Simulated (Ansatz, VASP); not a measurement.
## AlAs: VASP beside Ansatz

```
Al As
1.0
     0.00000    2.83153    2.83153
     2.83153    0.00000    2.83153
     2.83153    2.83153    0.00000
Al As
1 1
Direct
  0.00000 0.00000 0.00000
  0.25000 0.25000 0.25000
```

Alike in both runs: functional r2SCAN; dispersion rVV10; k mesh 8 × 8 × 8; occupations gaussian, width 0.02 eV; no spin polarisation.

Ansatz relaxed the structure, and its values are those at the end. VASP's run is a single point on that final structure, the one shown.

|  | VASP | Ansatz |
| --- | --- | --- |
| version | VASP 6.6.1 | Ansatz 0.2.0 |
| potentials or method | VASP PAW PBE potentials, release 64 (Al, As), cutoff 550 eV | scalar-relativistic, plane waves, PAW |
| valence electrons in the cell | 8 | 18 |

|  | VASP | Ansatz | Ansatz less VASP |
| --- | --- | --- | --- |
| gap on the k mesh at the Fermi level (eV) | 1.74 | 1.75 | +0.011 |
| least direct gap on the mesh (eV) | 2.67 | 2.67 | -0.002 |
| pressure (GPa) | 0.1 | 0.0 | -0.12 |

VASP's potentials were made for PBE, not for r2SCAN. VASP's potentials hold 8 valence electrons a cell and Ansatz's 18, so a difference there can come from the potentials and not from the codes.
